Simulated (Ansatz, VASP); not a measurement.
**One calculation of Si2Sn, two programs**

The input POSCAR:

```
Si2Sn
1.0
    0.0000000000      3.0061132044      3.0061132044
    3.0061132044      0.0000000000      3.0061132044
    3.0061132044      3.0061132044      0.0000000000
Si Sn
2 1
Direct
    0.2500000000      0.2500000000      0.2500000000
    0.7500000000      0.7500000000      0.7500000000
    0.0000000000      0.0000000000      0.0000000000
```

The input INCAR.step1:

```
PREC     = Accurate       # precision mode
ENCUT    = 520            # plane-wave cutoff, eV
ISMEAR   = 0              # smearing method
SIGMA    = 0.1            # smearing width, eV
LREAL    = F              # projectors in reciprocal space
LASPH    = T              # aspherical terms in the spheres
NELM     = 80             # most SCF steps
NBANDS   = 18             # bands
GGA      = PE             # functional
ALGO     = Normal         # electronic algorithm
EDIFF    = 1E-4           # SCF threshold, eV
LWAVE    = T              # write WAVECAR
LCHARG   = F              # write CHGCAR
```

Contents of INCAR.step2:

```
PREC     = Accurate       # precision mode
ENCUT    = 520            # plane-wave cutoff, eV
EDIFF    = 1E-7           # SCF threshold, eV
ISMEAR   = 0              # smearing method
SIGMA    = 0.1            # smearing width, eV
LREAL    = F              # projectors in reciprocal space
LASPH    = T              # aspherical terms in the spheres
NELM     = 80             # most SCF steps
ALGO     = Normal         # electronic algorithm
ISIF     = 2              # what is computed and relaxed
LWAVE    = F              # write WAVECAR
LCHARG   = F              # write CHGCAR
METAGGA  = R2SCAN         # meta-GGA
LMIXTAU  = T            
NBANDS   = 18             # bands
ISTART   = 1
```

KPOINTS

```
Automatic mesh
0
Gamma
  6 6 6
```

Input for Ansatz:

```yaml
crystal:
  lattice:
    - [0.0, 3.0061132044, 3.0061132044]
    - [3.0061132044, 0.0, 3.0061132044]
    - [3.0061132044, 3.0061132044, 0.0]
  atoms:
    - { symbol: Si, position: [0.25, 0.25, 0.25] }
    - { symbol: Si, position: [0.75, 0.75, 0.75] }
    - { symbol: Sn, position: [0.0, 0.0, 0.0] }
basis:
  ecutwfc: 500
kpoints:
  mp_grid: { grid: [6, 6, 6] }
hamiltonian:
  xc: r2scan
scf:
  occupations: { method: gaussian, width: 0.1 }
  lower_state_search: "off"
output:
  forces: true
  stress: true
  eigenvalues: true
```

Alike in both runs: task single point; functional r2SCAN; k mesh 6 × 6 × 6; occupations gaussian, width 0.1 eV; no spin polarisation.

|  | VASP | Ansatz |
| --- | --- | --- |
| version | VASP 6.6.1 | Ansatz 0.2.0 |
| potentials or method | VASP PAW PBE potentials, release 64 (Si, Sn_d), cutoff 520 eV | scalar-relativistic, plane waves, PAW |
| valence electrons in the cell | 22 | 22 |

|  | VASP | Ansatz | Ansatz less VASP |
| --- | --- | --- | --- |
| gap on the k mesh at the Fermi level (eV) | none | none | - |
| pressure (GPa) | 24.2 | 24.2 | +0.01 |

VASP's potentials were made for PBE, not for r2SCAN. A gap of «none» marks a metal or a gap that the smearing closes.
